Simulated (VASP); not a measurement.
# TaAs in VASP: single point with PBEsol

Aim: the single point of TaAs with PBEsol.

Everything below comes from runs of VASP 6.6.1. Logs are shortened: lines on timing, memory, paths and dates and some standing lists are left out, and cuts for length are marked.

### Step 1. The cell of the first run

The cell holds a slab with vacuum, 16 atoms: a = 3.429 Å, b = 6.278 Å, c = 27.329 Å, α = 90.00°, β = 90.00°, γ = 105.85°.

### Step 2. Single point, PBEsol

INCAR

```
SYSTEM = TaAs
PREC = Accurate
ENCUT = 400
EDIFF = 1E-6
ISMEAR = 0
SIGMA = 0.1
LREAL = .False.
LASPH = .True.
NELM = 120
ALGO = Normal
ISIF = 2
LWAVE = .False.
LCHARG = .False.
LDIPOL = .True.
IDIPOL = 3
DIPOL = 0.5 0.5 0.505
GGA = PS
NBANDS = 78
ISYM = 0
GGA_COMPAT = .False.
NELMDL = -8
```

KPOINTS

```
regular mesh
0
Gamma
  11 6 1
  0 0 0
```

POSCAR

```
TaAs
1.0
    3.4287004766      0.0000000000      0.0000000000
   -1.7143502383      6.0395537122      0.0000000000
    0.0000000000      0.0000000000     27.3287613973
Ta As
8 8
Direct
    0.5802849625      0.1605699251      0.2744361477
    0.3907146950      0.7814293900      0.3646616886
    0.6608579392      0.3217158784      0.3947368689
    0.4712876717      0.9425753433      0.4849624098
    0.7414309158      0.4828618317      0.5150375902
    0.5518606483      0.1037212966      0.6052631311
    0.8220038925      0.6440077850      0.6353383114
    0.6324336250      0.2648672499      0.7255638523
    0.7750600961      0.5501201922      0.3143727285
    0.0452033402      0.0904066805      0.3444479088
    0.8556330727      0.7112661455      0.4346734497
    0.1257763169      0.2515526338      0.4647486300
    0.9362060494      0.8724120988      0.5549741709
    0.2063492936      0.4126985871      0.5850493512
    0.0167790260      0.0335580521      0.6752748921
    0.2869222702      0.5738445404      0.7053500724
```

Potentials or basis: VASP PAW PBE potentials, release 64 (Ta_pv, As).

Launch:

```console
$ cat potpaw_PBE.64/Ta_pv/POTCAR potpaw_PBE.64/As/POTCAR > POTCAR
$ mpirun -np 1 vasp_std > vasp.out
```

OUTCAR:

```text
SYSTEM = TaAs
   PREC = Accurate
   ENCUT = 400
   EDIFF = 1E-6
   ISMEAR = 0
   LREAL = .False.
   LASPH = .True.
   NELM = 120
   ISIF = 2
   GGA = PS
   ISYM = 0
   NELMDL = -8

 ion  position               nearest neighbor table
   1  0.580  0.161  0.274-   9 2.59  10 2.60  10 2.60   2 3.37   3 3.43
   2  0.391  0.781  0.365-  10 2.59  10 2.59   9 2.60   9 2.60  11 2.60  11 2.60   3 3.37   3 3.37
                             1 3.37   3 3.37   4 3.43
   3  0.661  0.322  0.395-   9 2.59  11 2.59  10 2.60  10 2.60  12 2.60  12 2.60   2 3.37   2 3.37
                             4 3.37   2 3.37   1 3.43   5 3.43
   4  0.471  0.943  0.485-  12 2.59  12 2.59  11 2.60  11 2.60  13 2.60  13 2.60   5 3.37   3 3.37
                             5 3.37   5 3.37   2 3.43   6 3.43
   5  0.741  0.483  0.515-  13 2.59  11 2.59  14 2.60  14 2.60  12 2.60  12 2.60   4 3.37   6 3.37
                             4 3.37   4 3.37   7 3.43   3 3.43
   6  0.552  0.104  0.605-  14 2.59  14 2.59  15 2.60  15 2.60  13 2.60  13 2.60   7 3.37   7 3.37
                             5 3.37   7 3.37   8 3.43   4 3.43
   7  0.822  0.644  0.635-  15 2.59  13 2.59  16 2.60  16 2.60  14 2.60  14 2.60   6 3.37   6 3.37
                             8 3.37   6 3.37   5 3.43
   8  0.632  0.265  0.726-  16 2.59  16 2.59  15 2.60  15 2.60   7 3.37   6 3.43
   9  0.775  0.550  0.314-   3 2.59   1 2.59   2 2.60   2 2.60
  10  0.045  0.090  0.344-   2 2.59   2 2.59   3 2.60   3 2.60   1 2.60   1 2.60
  11  0.856  0.711  0.435-   3 2.59   5 2.59   4 2.60   4 2.60   2 2.60   2 2.60
  12  0.126  0.252  0.465-   4 2.59   4 2.59   5 2.60   5 2.60   3 2.60   3 2.60
  13  0.936  0.872  0.555-   5 2.59   7 2.59   6 2.60   6 2.60   4 2.60   4 2.60
  14  0.206  0.413  0.585-   6 2.59   6 2.59   5 2.60   5 2.60   7 2.60   7 2.60
  15  0.017  0.034  0.675-   7 2.59   6 2.60   6 2.60   8 2.60   8 2.60
  16  0.287  0.574  0.705-   8 2.59   8 2.59   7 2.60   7 2.60

IMPORTANT INFORMATION: All symmetrisations will be switched off!
NOSYMM: (Re-)initialisation of all symmetry stuff for point group C_1.

----------------------------------------------------------------------------------------

                                     Primitive cell

  volume of cell :     565.9191

  direct lattice vectors                    reciprocal lattice vectors
     3.428700477  0.000000000  0.000000000     0.291655689  0.082787574  0.000000000
    -1.714350238  6.039553712  0.000000000     0.000000000  0.165575148  0.000000000
     0.000000000  0.000000000 27.328761397     0.000000000  0.000000000  0.036591486

  length of vectors
     3.428700477  6.278153055 27.328761397     0.303177874  0.165575148  0.036591486

  position of ions in fractional coordinates (direct lattice)
     0.580284963  0.160569925  0.274436148
     0.390714695  0.781429390  0.364661689
     0.660857939  0.321715878  0.394736869
     0.471287672  0.942575343  0.484962410
     0.741430916  0.482861832  0.515037590
     0.551860648  0.103721297  0.605263131
[... 8 lines left out ...]
     0.016779026  0.033558052  0.675274892
     0.286922270  0.573844540  0.705350072

  ion indices of the primitive-cell ions
   primitive index   ion index
                 1           1
                 2           2
                 3           3
                 4           4
                 5           5
                 6           6
[... 8 lines left out ...]
                15          15
                16          16

----------------------------------------------------------------------------------------

 KPOINTS: regular mesh

Automatic generation of k-mesh.
 Grid dimensions read from file:
 generate k-points for:   11    6    1

 Generating k-lattice:

  Cartesian coordinates                     Fractional coordinates (reciprocal lattice)
     0.026514154  0.007526143  0.000000000     0.090909091  0.000000000  0.000000000
     0.000000000  0.027595858  0.000000000     0.000000000  0.166666667  0.000000000
     0.000000000  0.000000000  0.036591486     0.000000000  0.000000000  1.000000000

  Length of vectors
     0.027561625  0.027595858  0.036591486

  Shift w.r.t. Gamma in fractional coordinates (k-lattice)
     0.000000000  0.000000000  0.000000000

 -----------------------------------------------------------------------------
|                                                                             |
|           W    W    AA    RRRRR   N    N  II  N    N   GGGG   !!!           |
|           W    W   A  A   R    R  NN   N  II  NN   N  G    G  !!!           |
|           W    W  A    A  R    R  N N  N  II  N N  N  G       !!!           |
|           W WW W  AAAAAA  RRRRR   N  N N  II  N  N N  G  GGG   !            |
|           WW  WW  A    A  R   R   N   NN  II  N   NN  G    G                |
[... 16 lines left out ...]
 ===========================================

 Found     34 irreducible k-points:

 Following reciprocal coordinates:
            Coordinates               Weight
  0.000000  0.000000  0.000000      1.000000
  0.090909  0.000000  0.000000      2.000000
  0.181818 -0.000000  0.000000      2.000000
  0.272727  0.000000  0.000000      2.000000
  0.363636  0.000000  0.000000      2.000000
  0.454545 -0.000000  0.000000      2.000000
[... 16 lines left out ...]
  0.454545  0.333333  0.000000      2.000000
 -0.454545  0.333333  0.000000      2.000000
 [... further k-points ...]
   k-points           NKPTS =     34   k-points in BZ     NKDIM =     34   number of bands    NBANDS=     78
   number of dos      NEDOS =    301   number of ions     NIONS =     16
   total plane-waves  NPLWV = 181440
   dimension x,y,z NGX =    24 NGY =   42 NGZ =  180
   dimension x,y,z NGXF=    48 NGYF=   84 NGZF=  360
   ions per type =               8   8
   NGX,Y,Z   is equivalent  to a cutoff of  11.64, 11.12, 10.95 a.u.
   NGXF,Y,Z  is equivalent  to a cutoff of  23.27, 22.24, 21.90 a.u.
 SYSTEM =  TaAs
   PREC   = accura    normal or accurate (medium, high low for compatibility)
   ISTART =      0    job   : 0-new  1-cont  2-samecut
   ICHARG =      2    charge: 1-file 2-atom 10-const
   ISPIN  =      1    spin polarized calculation?
   LNONCOLLINEAR =      F non collinear calculations
   LSORBIT =      F    spin-orbit coupling
   LASPH  =      T    aspherical Exc in radial PAW
   ENCUT  =  400.0 eV  29.40 Ry    5.42 a.u.   5.59 10.24 44.57*2*pi/ulx,y,z
   NELM   =    120;   NELMIN=  2; NELMDL= -8     # of ELM steps
   EDIFF  = 0.1E-05   stopping-criterion for ELM
   LREAL  =      F    real-space projection
   EDIFFG = 0.1E-04   stopping-criterion for IOM
   NSW    =      0    number of steps for IOM
   IBRION =     -1    ionic relax: 0-MD 1-quasi-New 2-CG
   NFREE  =      0    steps in history (QN), initial steepest desc. (CG)
   ISIF   =      2    stress and relaxation
   ISYM   =      0    0-nonsym 1-usesym 2-fastsym
   POTIM  = 0.5000    time-step for ionic-motion
   TEBEG  =    0.0;   TEEND  =   0.0 temperature during run
   PSTRESS=    0.0 pullay stress
   NELECT =     128.0000    total number of electrons
   NUPDOWN=      -1.0000    fix difference up-down
   EMIN   =  10.00;   EMAX   =-10.00  energy-range for DOS
   EFERMI =   0.00;   METHOD = LEGACY
   ISMEAR =     0;   SIGMA  =   0.10  broadening in eV -4-tet -1-fermi 0-gaus
   EFERMI_NEDOS =   21; number of points for ismear=-14 and -15
   IALGO  =     38    algorithm
   IMIX   =      4    mixing-type and parameters
     AMIX     =   0.40;   BMIX     =  1.00
     AMIX_MAG =   1.60;   BMIX_MAG =  1.00
  volume/ion in A,a.u.               =      35.37       238.69
  Fermi-wavevector in a.u.,A,eV,Ry     =   0.997455  1.884917 13.536664  0.994917
  Thomas-Fermi vector in A             =   2.129612
   LORBIT       =      0    0 simple, 1 ext, 2 COOP (PROOUT), +10 PAW based schemes
   GGA     = PS    functional components
   LHFCALC =     F    Hartree Fock is set to
   AEXX    =    0.0000 exact exchange contribution
   IVDW    =     0    specifies the selected vdW correction
   LEPSILON=     F    determine dielectric tensor
   LRPA    =     F    only Hartree local field effects (RPA)
 non-spin polarized calculation
 Gauss-broadening in eV      SIGMA  =   0.10
  energy-cutoff  :      400.00
  volume of cell :      565.92
 maximum number of plane-waves:     10366
   NGX = 11   NGY = 21   NGZ = 89

 dipolmoment           0.000000      0.000000     -0.000342 electrons x Angstroem

 number of electron     127.9999995 magnetization

 dipolmoment           0.000000      0.000000      0.027239 electrons x Angstroem

 Free energy of the ion-electron system (eV)
  ---------------------------------------------------
  ext. energy  EPLUGINS =         0.00000000
  ---------------------------------------------------
  free energy    TOTEN  =      -142.41705927 eV

  energy without entropy =     -142.35042265  energy(sigma->0) =     -142.38374096

 E-fermi :   1.3371     XC(G=0):  -6.7072

 val. band max:        1.3336712932   @ k =   0.2727   0.3333   0.0000
 cond. band min:       1.3471961574   @ k =   0.2727   0.5000   0.0000
 fundamental gap:      0.0135248642
 Fermi energy:         1.3370859386

 k-point     1 :       0.0000    0.0000    0.0000
  band No.  band energies     occupation
      1     -34.0113      2.00000
      2     -33.8288      2.00000
      3     -33.8111      2.00000
      4     -33.8090      2.00000
      5     -33.6067      2.00000
      6     -33.5633      2.00000
[... 1885 lines left out ...]
     75       3.8564      0.00000
     76       3.9747      0.00000

 [... further k-points ...]

 [bands above 76 left out]

------------------------ aborting loop because EDIFF is reached ----------------------------------------

 vacuum level on the upper side and lower side of the slab       (xc-potential included)        -0.047        -0.281

  FORCE on cell =-STRESS in cart. coord.  units (eV):
  Direction    XX          YY          ZZ          XY          YZ          ZX
  --------------------------------------------------------------------------------------
  -------------------------------------------------------------------------------------
  Total       -7.9246550     -3.8251745     -3.7911306     -0.0048909     -0.0067575     -0.0021245
  in kB      -22.4355438    -10.8294770    -10.7330952     -0.0138466     -0.0191313     -0.0060147
  external PRESSURE =     -14.6660387 kB  Pullay stress =       0.0000000 kB

 VOLUME and BASIS-vectors are now :
 -----------------------------------------------------------------------------
  energy-cutoff  :      400.00
  volume of cell :      565.92
      direct lattice vectors                 reciprocal lattice vectors
     3.428700477  0.000000000  0.000000000     0.291655689  0.082787574  0.000000000
    -1.714350238  6.039553712  0.000000000     0.000000000  0.165575148  0.000000000
     0.000000000  0.000000000 27.328761397     0.000000000  0.000000000  0.036591486

 POSITION                                       TOTAL-FORCE (eV/Angst)
 -----------------------------------------------------------------------------------
      1.71435      0.96977      7.50000         0.000408      0.513853      1.817208
      0.00000      4.71948      9.96575        -0.000810     -0.247657     -0.061774
      1.71435      1.94302     10.78767         0.000418     -0.008252     -0.030777
      0.00000      5.69273     13.25342        -0.000109      0.081888     -0.030720
      1.71435      2.91627     14.07534         0.000367     -0.008711      0.104337
      1.71435      0.62643     16.54109         0.000087      0.139242      0.098273
[... 8 lines left out ...]
     -0.00000      0.20268     18.45443         0.000337     -0.431856      1.212437
      0.00000      3.46576     19.27634         0.000357     -0.587146      0.960414
 -----------------------------------------------------------------------------------
    total drift:                                0.000313      0.000813     -0.000726

  FREE ENERGIE OF THE ION-ELECTRON SYSTEM (eV)
  ---------------------------------------------------
  free  energy   TOTEN  =      -142.4170592714 eV

  energy  without entropy=     -142.3504226478  energy(sigma->0) =     -142.38374096

 vacuum level on the upper side and lower side of the slab         5.237         4.992
```

It took 87 min on 1 thread of Intel Xeon 8259CL, shared host; peak memory 0.9 GiB.

Results:

```
Free energy            : -142.4171 eV
Largest force          : 2.440 eV/Å
Band gap on the k mesh : zero (bands 64 and 65 overlap by 0.20 eV)
```

Forces in eV/Å, atoms in the order of the input:
```
Ta   0.000  0.514  1.817
Ta  -0.001 -0.248 -0.062
Ta   0.000 -0.008 -0.031
Ta   0.000  0.082 -0.031
Ta   0.000 -0.009  0.104
Ta   0.000  0.139  0.098
Ta   0.000 -0.036  0.150
Ta  -0.001  0.931 -2.255
As   0.000 -0.432 -1.316
As   0.000  0.125 -0.621
As   0.000 -0.059  0.014
As  -0.001  0.060  0.066
As   0.000  0.003 -0.051
As   0.000 -0.044 -0.056
As   0.000 -0.432  1.212
As   0.000 -0.587  0.960
```

Caveat: the PAW data sets were made with another functional, which shifts forces and pressure a little; spin-orbit coupling is left out, which moves the levels of the heavy elements.
